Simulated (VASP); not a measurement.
# Sb2Se (Fm-3m) in VASP: further runs

Sb2Se is run at these levels: PBE; tasks: single point, relaxation of cell and atoms.

Everything below comes from runs of VASP 6.6.1. Logs are shortened: lines on timing, memory, paths and dates and some standing lists are left out, and cuts for length are marked.

**1. The cell of the first run**

Symmetry: Fm-3m, No. 225, cubic system. The conventional cell has a = 7.019 Å, b = 7.019 Å, c = 7.019 Å, α = 90.00°, β = 90.00°, γ = 90.00°. Sb (site symmetry -43m) has 4 Se at 3.04 Å and 6 Sb at 3.51 Å within 4.0 Å. Within 4.0 Å of Se (site symmetry m-3m) lie 8 Sb at 3.04 Å.

**2. Single point, PBE**

File INCAR:

```
SYSTEM = Sb2Se
  PREC = Accurate
  ENCUT = 520
  EDIFF = 1E-7
  ISMEAR = 0
  SIGMA = 0.1
  LREAL = .FALSE.
  LASPH = .TRUE.
  NELM = 100
  ALGO = Normal
  ISIF = 2
  LWAVE = .FALSE.
  LCHARG = .FALSE.
  GGA = PE
  NBANDS = 15
```

File KPOINTS:

```
regular mesh
0
G
  4 4 4
  0 0 0
```

File POSCAR:

```
Sb2Se
1.0
    0.0000000000      3.5095839669      3.5095839669
    3.5095839669      0.0000000000      3.5095839669
    3.5095839669      3.5095839669      0.0000000000
Sb Se
2 1
Direct
    0.2500000000      0.2500000000      0.2500000000
    0.7500000000      0.7500000000      0.7500000000
    0.0000000000      0.0000000000      0.0000000000
```

Potentials or basis: VASP PAW PBE potentials, release 64 (Sb, Se).

On the command line:

```bash
> cat potpaw_PBE.64/Sb/POTCAR potpaw_PBE.64/Se/POTCAR > POTCAR
> mpirun -np 1 vasp_std > vasp.out
```

OUTCAR:

```text
SYSTEM = Sb2Se
   PREC = Accurate
   ENCUT = 520
   EDIFF = 1E-7
   ISMEAR = 0
   LREAL = .FALSE.
   LASPH = .TRUE.
   NELM = 100
   ISIF = 2
   GGA = PE

 ion  position               nearest neighbor table
   1  0.250  0.250  0.250-   3 3.04   3 3.04   3 3.04   3 3.04   2 3.51   2 3.51   2 3.51   2 3.51
                             2 3.51   2 3.51
   2  0.750  0.750  0.750-   3 3.04   3 3.04   3 3.04   3 3.04   1 3.51   1 3.51   1 3.51   1 3.51
                             1 3.51   1 3.51
   3  0.000  0.000  0.000-   1 3.04   2 3.04   2 3.04   2 3.04   2 3.04   1 3.04   1 3.04   1 3.04

  LATTYP: Found a face centered cubic cell.
 ALAT       =     7.0191679338

  Lattice vectors:

 A1 = (   0.0000000000,   3.5095839669,   3.5095839669)
 A2 = (   3.5095839669,   0.0000000000,   3.5095839669)
 A3 = (   3.5095839669,   3.5095839669,   0.0000000000)

Analysis of symmetry for initial positions (statically):
=====================================================================
 Subroutine PRICEL returns:
 Original cell was already a primitive cell.

 Routine SETGRP: Setting up the symmetry group for a
 face centered cubic supercell.

 Subroutine GETGRP returns: Found 48 space group operations
 (whereof 48 operations were pure point group operations)
 out of a pool of 48 trial point group operations.

The static configuration has the point symmetry O_h .

Analysis of symmetry for dynamics (positions and initial velocities):
=====================================================================
 Subroutine PRICEL returns:
 Original cell was already a primitive cell.

 Routine SETGRP: Setting up the symmetry group for a
 face centered cubic supercell.

 Subroutine GETGRP returns: Found 48 space group operations
 (whereof 48 operations were pure point group operations)
 out of a pool of 48 trial point group operations.

The dynamic configuration has the point symmetry O_h .

 Subroutine INISYM returns: Found 48 space group operations
 (whereof 48 operations are pure point group operations),
 and found     1 'primitive' translations

----------------------------------------------------------------------------------------

                                     Primitive cell

  volume of cell :      86.4564

  direct lattice vectors                    reciprocal lattice vectors
     0.000000000  3.509583967  3.509583967    -0.142467029  0.142467029  0.142467029
     3.509583967  0.000000000  3.509583967     0.142467029 -0.142467029  0.142467029
     3.509583967  3.509583967  0.000000000     0.142467029  0.142467029 -0.142467029

  length of vectors
     4.963301244  4.963301244  4.963301244     0.246760132  0.246760132  0.246760132

  position of ions in fractional coordinates (direct lattice)
     0.250000000  0.250000000  0.250000000
     0.750000000  0.750000000  0.750000000
     0.000000000  0.000000000  0.000000000

  ion indices of the primitive-cell ions
   primitive index   ion index
                 1           1
                 2           2
                 3           3

----------------------------------------------------------------------------------------

 KPOINTS: regular mesh

Automatic generation of k-mesh.
 Grid dimensions read from file:
 generate k-points for:    4    4    4

 Generating k-lattice:

  Cartesian coordinates                     Fractional coordinates (reciprocal lattice)
    -0.035616757  0.035616757  0.035616757     0.250000000  0.000000000  0.000000000
     0.035616757 -0.035616757  0.035616757     0.000000000  0.250000000  0.000000000
     0.035616757  0.035616757 -0.035616757     0.000000000  0.000000000  0.250000000

  Length of vectors
     0.061690033  0.061690033  0.061690033

  Shift w.r.t. Gamma in fractional coordinates (k-lattice)
     0.000000000  0.000000000  0.000000000

 Subroutine IBZKPT returns following result:
 ===========================================

 Found      8 irreducible k-points:

 Following reciprocal coordinates:
            Coordinates               Weight
  0.000000  0.000000  0.000000      1.000000
  0.250000  0.000000  0.000000      8.000000
  0.500000  0.000000  0.000000      4.000000
  0.250000  0.250000  0.000000      6.000000
  0.500000  0.250000  0.000000     24.000000
 -0.250000  0.250000  0.000000     12.000000
  0.500000  0.500000  0.000000      3.000000
 -0.250000  0.500000  0.250000      6.000000
   k-points           NKPTS =      8   k-points in BZ     NKDIM =      8   number of bands    NBANDS=     15
   number of dos      NEDOS =    301   number of ions     NIONS =      3
   total plane-waves  NPLWV =  64000
   dimension x,y,z NGX =    40 NGY =   40 NGZ =   40
   dimension x,y,z NGXF=    80 NGYF=   80 NGZF=   80
   ions per type =               2   1
   NGX,Y,Z   is equivalent  to a cutoff of  13.40, 13.40, 13.40 a.u.
   NGXF,Y,Z  is equivalent  to a cutoff of  26.80, 26.80, 26.80 a.u.
 SYSTEM =  Sb2Se
   PREC   = accura    normal or accurate (medium, high low for compatibility)
   ISTART =      0    job   : 0-new  1-cont  2-samecut
   ICHARG =      2    charge: 1-file 2-atom 10-const
   ISPIN  =      1    spin polarized calculation?
   LNONCOLLINEAR =      F non collinear calculations
   LSORBIT =      F    spin-orbit coupling
   LASPH  =      T    aspherical Exc in radial PAW
   ENCUT  =  520.0 eV  38.22 Ry    6.18 a.u.   9.23  9.23  9.23*2*pi/ulx,y,z
   NELM   =    100;   NELMIN=  2; NELMDL= -5     # of ELM steps
   EDIFF  = 0.1E-06   stopping-criterion for ELM
   LREAL  =      F    real-space projection
   EDIFFG = 0.1E-05   stopping-criterion for IOM
   NSW    =      0    number of steps for IOM
   IBRION =     -1    ionic relax: 0-MD 1-quasi-New 2-CG
   NFREE  =      0    steps in history (QN), initial steepest desc. (CG)
   ISIF   =      2    stress and relaxation
   ISYM   =      2    0-nonsym 1-usesym 2-fastsym
   POTIM  = 0.5000    time-step for ionic-motion
   TEBEG  =    0.0;   TEEND  =   0.0 temperature during run
   PSTRESS=    0.0 pullay stress
   NELECT =      16.0000    total number of electrons
   NUPDOWN=      -1.0000    fix difference up-down
   EMIN   =  10.00;   EMAX   =-10.00  energy-range for DOS
   EFERMI =   0.00;   METHOD = LEGACY
   ISMEAR =     0;   SIGMA  =   0.10  broadening in eV -4-tet -1-fermi 0-gaus
   EFERMI_NEDOS =   21; number of points for ismear=-14 and -15
   IALGO  =     38    algorithm
   IMIX   =      4    mixing-type and parameters
     AMIX     =   0.40;   BMIX     =  1.00
     AMIX_MAG =   1.60;   BMIX_MAG =  1.00
  volume/ion in A,a.u.               =      28.82       194.48
  Fermi-wavevector in a.u.,A,eV,Ry     =   0.932930  1.762983 11.841952  0.870359
  Thomas-Fermi vector in A             =   2.059579
   LORBIT       =      0    0 simple, 1 ext, 2 COOP (PROOUT), +10 PAW based schemes
   GGA     = PE    functional components
   LHFCALC =     F    Hartree Fock is set to
   AEXX    =    0.0000 exact exchange contribution
   IVDW    =     0    specifies the selected vdW correction
   LEPSILON=     F    determine dielectric tensor
   LRPA    =     F    only Hartree local field effects (RPA)
 non-spin polarized calculation
 Gauss-broadening in eV      SIGMA  =   0.10
  energy-cutoff  :      520.00
  volume of cell :       86.46
 maximum number of plane-waves:      2346
 NGX is ok and might be reduce to    40
   NGX = 19   NGY = 19   NGZ = 19

 number of electron      15.9999999 magnetization

 Free energy of the ion-electron system (eV)
  ---------------------------------------------------
  ext. energy  EPLUGINS =         0.00000000
  ---------------------------------------------------
  free energy    TOTEN  =       -10.50632865 eV

  energy without entropy =      -10.47729919  energy(sigma->0) =      -10.49181392

 E-fermi :   6.0730     XC(G=0):  -9.4799

 val. band max:        6.0584706317   @ k =  -0.2500   0.5000   0.2500
 cond. band min:       6.2056524131   @ k =   0.2500   0.2500   0.0000
 fundamental gap:      0.1471817814
 Fermi energy:         6.0730117328

 k-point     1 :       0.0000    0.0000    0.0000
  band No.  band energies     occupation
      1      -8.4824      2.00000
      2      -2.5970      2.00000
      3      -0.8243      2.00000
      4       2.4443      2.00000
      5       2.4443      2.00000
      6       2.4443      2.00000
      7       3.8076      2.00000
      8       3.8076      2.00000
      9       3.8076      2.00000
     10       8.2037      0.00000
     11       8.2037      0.00000
     12       8.2037      0.00000
     13      10.6429      0.00000
     14      10.6429      0.00000
     15      12.0019      0.00000

 k-point     2 :       0.2500    0.0000    0.0000
  band No.  band energies     occupation
      1      -8.1967      2.00000
      2      -3.1563      2.00000
      3      -1.7466      2.00000
      4       1.9498      2.00000
      5       1.9498      2.00000
      6       2.6927      2.00000
      7       4.4774      2.00000
      8       4.4774      2.00000
      9       5.9781      1.82060
     10       7.6392      0.00000
     11       7.6392      0.00000
     12       7.7527      0.00000
     13      12.4634      0.00000
     14      12.7025      0.00000
     15      12.7025      0.00000
[... 77 lines left out ...]
      3      -2.2995      2.00000
      4       0.6345      2.00000
      5       0.6345      2.00000
      6       3.0215      2.00000
      7       5.3657      2.00000
      8       7.6906      0.00000
      9       7.6906      0.00000
     10       8.1749      0.00000
     11       8.1749      0.00000
     12       9.5569      0.00000
     13      10.6506      0.00000
     14      13.0191      0.00000
     15      13.6245      0.00000

 k-point     8 :      -0.2500    0.5000    0.2500
  band No.  band energies     occupation
      1      -7.5858      2.00000
      2      -3.4612      2.00000
      3      -3.4612      2.00000
      4       0.3743      2.00000
      5       2.9947      2.00000
      6       2.9947      2.00000
      7       4.0784      2.00000
      8       6.0585      1.16293
      9       7.8368      0.00000
     10       7.8368      0.00000
     11       8.5105      0.00000
     12       9.0366      0.00000
     13      12.3264      0.00000
     14      12.6682      0.00000
     15      14.1535      0.00000

------------------------ aborting loop because EDIFF is reached ----------------------------------------

  FORCE on cell =-STRESS in cart. coord.  units (eV):
  Direction    XX          YY          ZZ          XY          YZ          ZX
  --------------------------------------------------------------------------------------
  -------------------------------------------------------------------------------------
  Total       -0.1844077     -0.1844077     -0.1844077      0.0000000      0.0000000      0.0000000
  in kB       -3.4173755     -3.4173755     -3.4173755      0.0000000      0.0000000      0.0000000
  external PRESSURE =      -3.4173755 kB  Pullay stress =       0.0000000 kB

 VOLUME and BASIS-vectors are now :
 -----------------------------------------------------------------------------
  energy-cutoff  :      520.00
  volume of cell :       86.46
      direct lattice vectors                 reciprocal lattice vectors
     0.000000000  3.509583967  3.509583967    -0.142467029  0.142467029  0.142467029
     3.509583967  0.000000000  3.509583967     0.142467029 -0.142467029  0.142467029
     3.509583967  3.509583967  0.000000000     0.142467029  0.142467029 -0.142467029

 POSITION                                       TOTAL-FORCE (eV/Angst)
 -----------------------------------------------------------------------------------
      1.75479      1.75479      1.75479         0.000000      0.000000      0.000000
      5.26438      5.26438      5.26438        -0.000000     -0.000000     -0.000000
      0.00000      0.00000      0.00000         0.000000     -0.000000      0.000000
 -----------------------------------------------------------------------------------
    total drift:                               -0.000000      0.000000      0.000000

  FREE ENERGIE OF THE ION-ELECTRON SYSTEM (eV)
  ---------------------------------------------------
  free  energy   TOTEN  =       -10.5063286490 eV

  energy  without entropy=      -10.4772991935  energy(sigma->0) =      -10.49181392
```

Run time: 20 s. Hardware: 1 thread of Intel Xeon Platinum 8488C (Sapphire Rapids), shared host; peak memory 0.23 GiB.

What came out:

```yaml
Free_energy: -10.5063 eV
Pressure: -0.3 GPa
Band_gap_on_the_k_mesh: zero (band 8 reaches 7.69 eV, above the bottom of band 9 at 3.81 eV)
```

Levels at points of the mesh, in eV from the Fermi level:
```tsv
k point	band 5	band 6	band 7	band 8	band 9	band 10	band 11	band 12
(0.00, 0.00, 0.00)	-3.63	-3.63	-2.27	-2.27	-2.27	2.13	2.13	2.13
(0.50, 0.00, 0.00)	-4.41	-2.31	-1.39	-1.39	0.78	1.33	2.03	2.03
(0.50, 0.50, 0.00)	-5.44	-3.05	-0.71	1.62	1.62	2.10	2.10	3.48
```

Caveat: the k points lie up to 0.39 Å⁻¹ apart; spin-orbit coupling is left out, which moves the levels of the heavy elements.

**3. Relaxation of cell and atoms, PBE**

This run uses another cell than the first one, of 26.67 Å³/atom, 0.925 times its volume.

File INCAR:

```
SYSTEM = Sb2Se
ALGO = Normal
EDIFF = 1E-6
EDIFFG = -0.04
ENCUT = 600
GGA = PE
IBRION = 2
ISIF = 3
ISMEAR = 0
LASPH = .True.
LCHARG = .False.
LREAL = .False.
LWAVE = .False.
NELM = 100
NSW = 90
PREC = Accurate
SIGMA = 0.1
```

File KPOINTS:

```
k-points
0
Gamma
  4 4 4
  0 0 0
```

File POSCAR:

```
Sb2Se
1.0
    0.0000000000      3.4201201900      3.4201201900
    3.4201201900      0.0000000000      3.4201201900
    3.4201201900      3.4201201900      0.0000000000
Sb Se
2 1
Direct
    0.2500000000      0.2500000000      0.2500000000
    0.7500000000      0.7500000000      0.7500000000
    0.0000000000      0.0000000000      0.0000000000
```

Potentials or basis: VASP PAW PBE potentials, release 64 (Sb, Se).

On the command line:

```bash
> cat potpaw_PBE.64/Sb/POTCAR potpaw_PBE.64/Se/POTCAR > POTCAR
> mpirun -np 1 vasp_std > vasp.out
```

Wall time 25 s (1 thread of Intel Xeon Platinum 8488C (Sapphire Rapids), shared host); peak memory 0.24 GiB.

The run converged. Its results:

| Property | Result |
| --- | --- |
| Free energy | -10.5069 eV |
| Relaxed volume | 28.61 Å³/atom |
| Relaxed cell | a = 4.951 Å, b = 4.951 Å, c = 4.951 Å, α = 60.00°, β = 60.00°, γ = 60.00° |
| Space group after relaxing (to 0.05 Å) | Fm-3m (No. 225) |
| Energy gained by relaxing | 22.9 meV/atom |
| Ionic steps | 3 |
| Pressure after relaxing | 0.0 GPa |
| Band gap on the k mesh | zero (band 8 reaches 7.79 eV, above the bottom of band 9 at 3.87 eV) |

Step by step:
| step | energy change (eV) | largest force (eV/Å) | pressure (GPa) | volume (Å³) |
| --- | --- | --- | --- | --- |
| 1 | 0.0000 | 0.0000 | 4.04 | 80.01 |
| 2 | -0.0603 | 0.0000 | -1.16 | 88.06 |
| 3 | -0.0686 | 0.0000 | 0.01 | 85.82 |

Final structure:
```
Sb Se
1.0
     0.00000    3.50093    3.50093
     3.50093    0.00000    3.50093
     3.50093    3.50093    0.00000
Sb Se
2 1
Direct
  0.25000 0.25000 0.25000
  0.75000 0.75000 0.75000
  0.00000 0.00000 0.00000
```

Levels at points of the mesh, in eV from the Fermi level:
```csv
k point,band 5,band 6,band 7,band 8,band 9,band 10,band 11,band 12
"(0.00, 0.00, 0.00)",-3.65,-3.65,-2.28,-2.28,-2.28,2.15,2.15,2.15
"(0.50, 0.00, 0.00)",-4.44,-2.30,-1.40,-1.40,0.81,1.35,2.05,2.05
"(0.50, 0.50, 0.00)",-5.48,-3.07,-0.68,1.64,1.64,2.12,2.12,3.53
```

Caveat: the k points lie up to 0.39 Å⁻¹ apart in the final cell; spin-orbit coupling is left out, which moves the levels of the heavy elements.
